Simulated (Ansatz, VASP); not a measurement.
## Two plane-wave programs on NbH

The input INCAR:

```
  ALGO = Normal
  EDIFF = 1E-6
  ENCUT = 500
  GGA = PS
  GGA_COMPAT = F
  ISIF = 2
  ISMEAR = 1
  LASPH = T
  LCHARG = F
  LREAL = F
  LWAVE = F
  NBANDS = 14
  NELM = 120
  PREC = Accurate
  SIGMA = 0.1
```

Contents of KPOINTS:

```
k-points
0
Gamma
  10 10 10
```

POSCAR

```
NbH
1.0
   -1.6333123551      1.6333123551      2.0168363072
    1.6333123551     -1.6333123551      2.0168363072
    1.6333123551      1.6333123551     -2.0168363072
Nb H
1 1
Direct
    0.0000000000      0.0000000000      0.0000000000
    0.5000000000      0.5000000000      0.0000000000
```

Input for Ansatz:

```yaml
crystal:
  lattice:
    - [-1.6333123551326243, 1.6333123551326243, 2.0168363072240707]
    - [1.6333123551326243, -1.6333123551326243, 2.0168363072240707]
    - [1.6333123551326243, 1.6333123551326243, -2.0168363072240707]
  atoms:
    - { symbol: Nb, position: [0.0, 0.0, 0.0] }
    - { symbol: H, position: [0.5, 0.5, 0.0] }
basis:
  ecutwfc: 450.0
kpoints:
  mp_grid:
    grid: [10, 10, 10]
hamiltonian:
  xc: pbesol
scf:
  occupations:
    method: cold
output:
  stress: true
```

Alike in both runs: task single point; functional PBEsol; k mesh 10 × 10 × 10; no spin polarisation.

```csv
,VASP,Ansatz
version,VASP 6.6.1,Ansatz 0.2.0
potentials or method,"VASP PAW PBE potentials, release 64 (Nb_sv, H), cutoff 500 eV","plane waves, PAW"
occupations,"methfessel-paxton of order 1, width 0.1 eV",cold
valence electrons in the cell,14,14
```

|  | VASP | Ansatz | Ansatz less VASP |
| --- | --- | --- | --- |
| pressure (GPa) | -15.9 | -15.5 | +0.39 |
| traceless stress, the component that is largest in VASP (GPa) | -0.20 | -0.35 | -0.154 |

VASP's potentials were made for PBE, not for PBEsol.
